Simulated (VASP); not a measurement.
Wanted: the native input for a VASP 6.6.1 run.

| Property | Result |
| --- | --- |
| Task | relaxation of cell and atoms |
| Functional | PBE |
| Potentials or basis | VASP PAW PBE potentials, release 64 (C) |
| Cutoff | 600 eV |
| k mesh | 6 × 6 × 6 |
| Occupations | gaussian, width 0.01 eV |
| Spin | no spin polarisation |
| Dipole correction | no |
| Further INCAR settings | ALGO = Normal; EDIFF = 1e-07; IBRION = 2; EDIFFG = -0.002; NSW = 80; ISIF = 3 |

The structure of C lies in POSCAR:

```
C
1.0
    3.5670000000      0.0000000000      0.0000000000
    0.0000000000      3.5670000000      0.0000000000
    0.0000000000      0.0000000000      3.5670000000
C
8
Direct
    0.0000000000      0.0000000000      0.0000000000
    0.0000000000      0.5000000000      0.5000000000
    0.5000000000      0.0000000000      0.5000000000
    0.5000000000      0.5000000000      0.0000000000
    0.2500000000      0.2500000000      0.2500000000
    0.2500000000      0.7500000000      0.7500000000
    0.7500000000      0.2500000000      0.7500000000
    0.7500000000      0.7500000000      0.2500000000
```

The input as run:

INCAR

```
SYSTEM = C
ALGO = Normal
EDIFF = 1E-7
EDIFFG = -0.002
ENCUT = 600
GGA = PE
IBRION = 2
ISIF = 3
ISMEAR = 0
LASPH = .TRUE.
LCHARG = .FALSE.
LREAL = .FALSE.
LWAVE = .FALSE.
NELM = 60
NSW = 80
PREC = Accurate
SIGMA = 0.01
```

KPOINTS

```
k-points
0
G
  6 6 6
  0 0 0
```

Potentials or basis: VASP PAW PBE potentials, release 64 (C).

Launch:

```console
$ cat potpaw_PBE.64/C/POTCAR > POTCAR
$ mpirun -np 1 vasp_std > vasp.out
```

It gave:

```yaml
Relaxed_volume: 5.69 Å³/atom
Relaxed_cell: a = 3.572 Å, b = 3.572 Å, c = 3.572 Å, α = 90.00°, β = 90.00°, γ = 90.00°
Space_group_after_relaxing_to_0.05_Å: Fd-3m (No. 227)
Energy_gained_by_relaxing: 0.1 meV/atom
Ionic_steps: 3
Pressure_after_relaxing: 0.0 GPa
Band_gap_on_the_k_mesh: 4.14 eV
```

Run time: 34 s on 1 thread of Intel(R) Xeon(R) Platinum 8259CL CPU @ 2.50GHz (Skylake/Cascade Lake), with other jobs on the host, peak memory 0.15 GiB.
